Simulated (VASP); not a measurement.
# Si2Ni (Fm-3m) in VASP: notebook

Runs on Si2Ni. Level: PBEsol. Tasks: vibrations by perturbation theory.

Program: VASP 6.6.1. These are calculated values, not measurements. Logs are shortened: lines on timing, memory, paths and dates and some standing lists are left out, and cuts for length are marked.

### 1 The cell of the first run

The structure is cubic, space group Fm-3m (No. 225). Conventional cell: a = 5.364 Å, b = 5.364 Å, c = 5.364 Å, α = 90.00°, β = 90.00°, γ = 90.00°. Si (site symmetry -43m) has 4 Ni at 2.32 Å and 6 Si at 2.68 Å within 3.1 Å. Within 3.1 Å of Ni (site symmetry m-3m) lie 8 Si at 2.32 Å.

### 2 Vibrations by perturbation theory, PBEsol (12.86 Å³/atom)

INCAR

```
SYSTEM = Si2Ni
  PREC = Accurate
  ENCUT = 520
  EDIFF = 1E-8
  ISMEAR = -1
  SIGMA = 0.1
  LREAL = .False.
  LASPH = .True.
  NELM = 100
  ALGO = Normal
  ISIF = 2
  LWAVE = .False.
  LCHARG = .False.
  GGA = PS
  IBRION = 8
  NSW = 1
```

KPOINTS

```
regular mesh
0
Gamma
  10 10 10
  0 0 0
```

POSCAR

```
Si2Ni
1.0
    0.0000000000      2.6818288690      2.6818288690
    2.6818288690      0.0000000000      2.6818288690
    2.6818288690      2.6818288690      0.0000000000
Si Ni
2 1
Direct
    0.2500000000      0.2500000000      0.2500000000
    0.7500000000      0.7500000000      0.7500000000
    0.0000000000      0.0000000000      0.0000000000
```

Potentials or basis: VASP PAW PBE potentials, release 64 (Si, Ni).

Command:

```console
$ cat potpaw_PBE.64/Si/POTCAR potpaw_PBE.64/Ni/POTCAR > POTCAR
$ mpirun -np 1 vasp_std > vasp.out
```

OUTCAR:

```text
SYSTEM = Si2Ni
   PREC = Accurate
   ENCUT = 520
   EDIFF = 1E-8
   ISMEAR = -1
   LREAL = .False.
   LASPH = .True.
   NELM = 100
   ISIF = 2
   GGA = PS
   IBRION = 8
   NSW = 1

 ion  position               nearest neighbor table
   1  0.250  0.250  0.250-   3 2.32   3 2.32   3 2.32   3 2.32   2 2.68   2 2.68   2 2.68   2 2.68
                             2 2.68   2 2.68
   2  0.750  0.750  0.750-   3 2.32   3 2.32   3 2.32   3 2.32   1 2.68   1 2.68   1 2.68   1 2.68
                             1 2.68   1 2.68
   3  0.000  0.000  0.000-   2 2.32   2 2.32   2 2.32   1 2.32   1 2.32   1 2.32   2 2.32   1 2.32

  LATTYP: Found a face centered cubic cell.
 ALAT       =     5.3636577380

  Lattice vectors:

 A1 = (   0.0000000000,   2.6818288690,   2.6818288690)
 A2 = (   2.6818288690,   0.0000000000,   2.6818288690)
 A3 = (   2.6818288690,   2.6818288690,   0.0000000000)

Analysis of symmetry for initial positions (statically):
=====================================================================
 Subroutine PRICEL returns:
 Original cell was already a primitive cell.

 Routine SETGRP: Setting up the symmetry group for a
 face centered cubic supercell.

 Subroutine GETGRP returns: Found 48 space group operations
 (whereof 48 operations were pure point group operations)
 out of a pool of 48 trial point group operations.

The static configuration has the point symmetry O_h .

Analysis of symmetry for dynamics (positions and initial velocities):
=====================================================================
 Subroutine PRICEL returns:
 Original cell was already a primitive cell.

 Routine SETGRP: Setting up the symmetry group for a
 face centered cubic supercell.

 Subroutine GETGRP returns: Found 48 space group operations
 (whereof 48 operations were pure point group operations)
 out of a pool of 48 trial point group operations.

The dynamic configuration has the point symmetry O_h .

 Subroutine INISYM returns: Found 48 space group operations
 (whereof 48 operations are pure point group operations),
 and found     1 'primitive' translations

----------------------------------------------------------------------------------------

                                     Primitive cell

  volume of cell :      38.5765

  direct lattice vectors                    reciprocal lattice vectors
     0.000000000  2.681828869  2.681828869    -0.186439935  0.186439935  0.186439935
     2.681828869  0.000000000  2.681828869     0.186439935 -0.186439935  0.186439935
     2.681828869  2.681828869  0.000000000     0.186439935  0.186439935 -0.186439935

  length of vectors
     3.792678759  3.792678759  3.792678759     0.322923440  0.322923440  0.322923440

  position of ions in fractional coordinates (direct lattice)
     0.250000000  0.250000000  0.250000000
     0.750000000  0.750000000  0.750000000
     0.000000000  0.000000000  0.000000000

  ion indices of the primitive-cell ions
   primitive index   ion index
                 1           1
                 2           2
                 3           3

----------------------------------------------------------------------------------------

 KPOINTS: regular mesh

Automatic generation of k-mesh.
 Grid dimensions read from file:
 generate k-points for:   10   10   10
[... 102 lines left out ...]

 number of electron      17.9999991 magnetization

 Free energy of the ion-electron system (eV)
  ---------------------------------------------------
  ext. energy  EPLUGINS =         0.00000000
  ---------------------------------------------------
  free energy    TOTEN  =       -18.99205231 eV

  energy without entropy =      -18.96340017  energy(sigma->0) =      -18.97772624

 E-fermi :  10.7213     XC(G=0): -11.8068

 val. band max:       10.6326474514   @ k =   0.0000   0.0000   0.0000
 cond. band min:      10.7338310275   @ k =   0.3000   0.2000   0.0000
 fundamental gap:      0.1011835761
 Fermi energy:        10.7212569229

 k-point     1 :       0.0000    0.0000    0.0000
  band No.  band energies     occupation
      1      -3.3661      2.00000
      2       5.3374      2.00000
      3       5.3374      2.00000
      4       5.3374      2.00000
      5       7.0555      2.00000
      6       7.0555      2.00000
      7      10.6326      1.41617
      8      12.4563      0.00000
      9      12.4563      0.00000
     10      12.4563      0.00000
     11      12.9264      0.00000
     12      12.9264      0.00000
     13      12.9264      0.00000
[... 354 lines left out ...]
  band No.  band energies     occupation
      1      -0.8823      2.00000
      2       3.3489      2.00000
      3       4.6832      2.00000
      4       5.6962      2.00000
      5       5.7330      2.00000
      6       7.2572      2.00000
      7       7.3615      2.00000
      8       7.8592      2.00000
      9       8.1364      2.00000
     10      10.5602      1.66687
     11      12.5545      0.00000
     12      16.4954      0.00000
     13      17.3441      0.00000

 [... further k-points ...]

------------------------ aborting loop because EDIFF is reached ----------------------------------------

  FORCE on cell =-STRESS in cart. coord.  units (eV):
  Direction    XX          YY          ZZ          XY          YZ          ZX
  --------------------------------------------------------------------------------------
  -------------------------------------------------------------------------------------
  Total        0.6328277      0.6328277      0.6328277     -0.0000000      0.0000000      0.0000000
  in kB       26.2828745     26.2828745     26.2828745     -0.0000000      0.0000000      0.0000000
  external PRESSURE =      26.2828745 kB  Pullay stress =       0.0000000 kB

 VOLUME and BASIS-vectors are now :
 -----------------------------------------------------------------------------
  energy-cutoff  :      520.00
  volume of cell :       38.58
      direct lattice vectors                 reciprocal lattice vectors
     0.000000000  2.681828869  2.681828869    -0.186439935  0.186439935  0.186439935
     2.681828869  0.000000000  2.681828869     0.186439935 -0.186439935  0.186439935
     2.681828869  2.681828869  0.000000000     0.186439935  0.186439935 -0.186439935

 POSITION                                       TOTAL-FORCE (eV/Angst)
 -----------------------------------------------------------------------------------
      1.34091      1.34091      1.34091        -0.000000     -0.000000     -0.000000
      4.02274      4.02274      4.02274         0.000000     -0.000000      0.000000
      0.00000      0.00000      0.00000        -0.000000      0.000000      0.000000
 -----------------------------------------------------------------------------------
    total drift:                               -0.000000     -0.000000      0.000000

  FREE ENERGIE OF THE ION-ELECTRON SYSTEM (eV)
  ---------------------------------------------------
  free  energy   TOTEN  =       -18.9920523109 eV

  energy  without entropy=      -18.9634001702  energy(sigma->0) =      -18.97772624

[... ionic steps 2 to 9 ...]

--------------------------------------- Ionic step       10  -------------------------------------------

 Free energy of the ion-electron system (eV)
  ---------------------------------------------------
  ---------------------------------------------------
  free energy    TOTEN  =        -0.18841204 eV

  energy without entropy =       -0.18841204

------------------------ aborting loop because EDIFF is reached ----------------------------------------

 INTERNAL STRAIN TENSOR  FOR ION    3  DIRECTION 1   (eV/Angst):
 -----------------------------------------------------------------------------
     0.00109 -0.00000  0.00000
    -0.00000  0.01135  0.00000
     0.00000  0.00000  0.01135

 INTERNAL STRAIN TENSOR FOR ION    3 for displacements in x,y,z  (eV/Angst):
          X           Y           Z          XY          YZ          ZX
  --------------------------------------------------------------------------------
  x     0.00000     0.00000     0.00000     0.00000     0.00000     0.00000
  y     0.00000     0.00000     0.00000     0.00000     0.00000     0.00000
  z     0.00000     0.00000     0.00000     0.00000     0.00000     0.00000

 SECOND DERIVATIVES (NOT SYMMETRIZED)
 ------------------------------------
               1X          1Y          1Z          2X          2Y          2Z          3X          3Y          3Z
  1X    -8.857364    0.000000    0.000000    3.430115    0.000000    0.000000    5.427249    0.000000    0.000000
  1Y     0.000000   -8.857364    0.000000    0.000000    3.430115    0.000000    0.000000    5.427249    0.000000
  1Z     0.000000    0.000000   -8.857364    0.000000    0.000000    3.430115    0.000000    0.000000    5.427249
  2X     3.430115    0.000000    0.000000   -8.857364    0.000000    0.000000    5.427249    0.000000    0.000000
  2Y     0.000000    3.430115    0.000000    0.000000   -8.857364    0.000000    0.000000    5.427249    0.000000
  2Z     0.000000    0.000000    3.430115    0.000000    0.000000   -8.857364    0.000000    0.000000    5.427249
  3X     5.406138    0.000000    0.000000    5.406138    0.000000    0.000000  -10.812276    0.000000    0.000000
  3Y     0.000000    5.406138    0.000000    0.000000    5.406138    0.000000    0.000000  -10.812276    0.000000
  3Z     0.000000    0.000000    5.406138    0.000000    0.000000    5.406138    0.000000    0.000000  -10.812276

 Eigenvectors and eigenvalues of the dynamical matrix
 ----------------------------------------------------

   1 f  =   10.340580 THz    64.971781 2PiTHz  344.924625 cm-1    42.765184 meV
             X         Y         Z           dx          dy          dz
      1.340914  1.340914  1.340914     0.498980   -0.126859    0.484691
      4.022743  4.022743  4.022743    -0.498980    0.126859   -0.484691
      0.000000  0.000000  0.000000    -0.000000   -0.000000    0.000000
[... 43 lines left out ...]
   9 f/i=    0.009356 THz     0.058784 2PiTHz    0.312076 cm-1     0.038692 meV
             X         Y         Z           dx          dy          dz
      1.340914  1.340914  1.340914    -0.490874    0.055415    0.000000
      4.022743  4.022743  4.022743    -0.490874    0.055415    0.000000
      0.000000  0.000000  0.000000    -0.710986    0.080264    0.000000

--------------------------------------------------------------------------------------------------------

 ELASTIC MODULI CONTR FROM IONIC RELAXATION (kBar)
 Direction    XX          YY          ZZ          XY          YZ          ZX
 --------------------------------------------------------------------------------
 XX          -0.0000      0.0000      0.0000      0.0000     -0.0000      0.0000
 YY           0.0000     -0.0000     -0.0000     -0.0000      0.0000     -0.0000
 ZZ           0.0000     -0.0000     -0.0000     -0.0000      0.0000     -0.0000
 XY           0.0000     -0.0000     -0.0000   -401.1062      0.0000     -0.0000
 YZ          -0.0000      0.0000      0.0000      0.0000   -401.1062      0.0000
 ZX           0.0000     -0.0000     -0.0000     -0.0000      0.0000   -401.1062
 --------------------------------------------------------------------------------
```

Wall time 2.1 min (1 thread of Intel Xeon Platinum 8559C (Emerald Rapids), shared host); peak memory 0.31 GiB.

Results:

| Item | Value |
| --- | --- |
| Highest phonon frequency at Γ | 345 cm⁻¹ |

Phonon frequencies in cm⁻¹ (negative: imaginary):
```csv
q point,frequencies
"(0.000, 0.000, 0.000)",0 0 0 320 320 320 345 345 345
```

Caveat: the cell stands under pressure or tension, which shifts response properties; the PAW data sets were made with another functional, which shifts forces and pressure a little. Spin polarisation is off, so any magnetic state and its effect on volume and gap are missing.

### 3 Vibrations by perturbation theory, PBEsol

This run uses another cell than the first one, of 13.05 Å³/atom.

INCAR

```
  PREC = Accurate
  ENCUT = 520
  EDIFF = 1E-8
  ISMEAR = -1
  SIGMA = 0.1
  LREAL = F
  LASPH = T
  NELM = 60
  ALGO = Normal
  ISIF = 2
  LWAVE = F
  LCHARG = T
  GGA = PS
  IBRION = 8
  NSW = 1
```

KPOINTS

```
regular mesh
0
Gamma
  10 10 10
```

POSCAR

```
Si2Ni
1.0
    0.0000000000      2.6953736890      2.6953736890
    2.6953736890      0.0000000000      2.6953736890
    2.6953736890      2.6953736890      0.0000000000
Si Ni
2 1
Direct
    0.2500000000      0.2500000000      0.2500000000
    0.7500000000      0.7500000000      0.7500000000
    0.0000000000      0.0000000000      0.0000000000
```

Potentials or basis: VASP PAW PBE potentials, release 64 (Si, Ni).

Command:

```console
$ cat potpaw_PBE.64/Si/POTCAR potpaw_PBE.64/Ni/POTCAR > POTCAR
$ mpirun -np 1 vasp_std > vasp.out
```

OUTCAR:

```text
PREC = Accurate
   ENCUT = 520
   EDIFF = 1E-8
   ISMEAR = -1
   LREAL = F
   LASPH = T
   NELM = 60
   ISIF = 2
   GGA = PS
   IBRION = 8
   NSW = 1

 ion  position               nearest neighbor table
   1  0.250  0.250  0.250-   3 2.33   3 2.33   3 2.33   3 2.33   2 2.70   2 2.70   2 2.70   2 2.70
                             2 2.70   2 2.70
   2  0.750  0.750  0.750-   3 2.33   3 2.33   3 2.33   3 2.33   1 2.70   1 2.70   1 2.70   1 2.70
                             1 2.70   1 2.70
   3  0.000  0.000  0.000-   2 2.33   2 2.33   2 2.33   1 2.33   2 2.33   1 2.33   1 2.33   1 2.33

[... 647 lines left out ...]
  3X     5.104197    0.000000    0.000000    5.104197    0.000000    0.000000  -10.208393    0.000000    0.000000
  3Y     0.000000    5.104197    0.000000    0.000000    5.104197    0.000000    0.000000  -10.208393    0.000000
  3Z     0.000000    0.000000    5.104197    0.000000    0.000000    5.104197    0.000000    0.000000  -10.208393

 Eigenvectors and eigenvalues of the dynamical matrix
 ----------------------------------------------------

   1 f  =   10.062812 THz    63.226514 2PiTHz  335.659284 cm-1    41.616429 meV
             X         Y         Z           dx          dy          dz
      1.347687  1.347687  1.347687     0.706685    0.024408   -0.000000
      4.043061  4.043061  4.043061    -0.706685   -0.024408    0.000000
      0.000000  0.000000  0.000000     0.000000    0.000000    0.000000
[... 43 lines left out ...]
   9 f/i=    0.004359 THz     0.027388 2PiTHz    0.145398 cm-1     0.018027 meV
             X         Y         Z           dx          dy          dz
      1.347687  1.347687  1.347687     0.104839   -0.461345    0.143006
      4.043061  4.043061  4.043061     0.104839   -0.461345    0.143006
      0.000000  0.000000  0.000000     0.151695   -0.667540    0.206921

--------------------------------------------------------------------------------------------------------

 ELASTIC MODULI CONTR FROM IONIC RELAXATION (kBar)
 Direction    XX          YY          ZZ          XY          YZ          ZX
 --------------------------------------------------------------------------------
 XX          -0.0000     -0.0000     -0.0000     -0.0000      0.0000     -0.0000
 YY          -0.0000     -0.0000      0.0000      0.0000      0.0000     -0.0000
 ZZ          -0.0000      0.0000     -0.0000     -0.0000      0.0000      0.0000
 XY          -0.0000      0.0000     -0.0000   -364.3398      0.0000      0.0000
 YZ           0.0000      0.0000      0.0000      0.0000   -364.3398      0.0000
 ZX          -0.0000     -0.0000      0.0000      0.0000      0.0000   -364.3398
 --------------------------------------------------------------------------------
```

OSZICAR:

```text
N       E                     dE             d eps       ncg     rms          rms(c)
DAV:   1     0.702014406004E+02    0.70201E+02   -0.79472E+03  1230   0.141E+03
DAV:   2    -0.169038063547E+02   -0.87105E+02   -0.81519E+02  1267   0.251E+02
DAV:   3    -0.211794655091E+02   -0.42757E+01   -0.41633E+01  1538   0.619E+01
DAV:   4    -0.212702085670E+02   -0.90743E-01   -0.90563E-01  1442   0.836E+00
[... 45 lines left out ...]
RMM:  10    -0.188322668880E+00    0.11469E-06   -0.15307E-09  4562   0.174E-04    0.228E-05
RMM:  11    -0.188322736470E+00   -0.67590E-07   -0.15488E-09  4569   0.966E-05    0.129E-05
RMM:  12    -0.188322621192E+00    0.11528E-06   -0.22698E-09  4614   0.519E-05    0.198E-06
RMM:  13    -0.188322611824E+00    0.93680E-08   -0.25353E-09  4692   0.326E-05    0.780E-07
 Linear response finished
```

stdout:

```text
POSCAR found type information on POSCAR SiNi
 POSCAR found :  2 types and       3 ions
 scaLAPACK will be used
 -----------------------------------------------------------------------------
|                                                                             |
|                                                                             |
|     You enforced a specific xc type in the INCAR file but a different       |
|     I HOPE YOU KNOW WHAT YOU ARE DOING!                                     |
|                                                                             |
 -----------------------------------------------------------------------------

 LDA part: xc-table for (Slater+PW92), standard interpolation
 POSCAR, INCAR and KPOINTS ok, starting setup
 FFT: planning ... GRIDC
 FFT: planning ... GRID_SOFT
 FFT: planning ... GRID
 WAVECAR not read
 entering main loop
 Linear response reoptimize wavefunctions to high precision
 Linear response DOF=           2
 Linear response progress:
 first order change of Fermi-energy  -0.12237E-04
 force on displaced ion       1 direction 1 :  -8.375   0.000   0.000
 Linear response progress:
 first order change of Fermi-energy  -0.34317E-03
 force on displaced ion       3 direction 1 : -10.208   0.000   0.000
 Linear response finished
```

It took 2.2 min on 1 thread of Intel Xeon Platinum 8559C (Emerald Rapids), shared host; peak memory 0.32 GiB.

Results:

- Highest phonon frequency at Γ: 336 cm⁻¹

Phonon frequencies in cm⁻¹ (negative: imaginary):
```tsv
q point	frequencies
(0.000, 0.000, 0.000)	0 0 0 311 311 311 336 336 336
```

Caveat: the PAW data sets were made with another functional, which shifts forces and pressure a little.
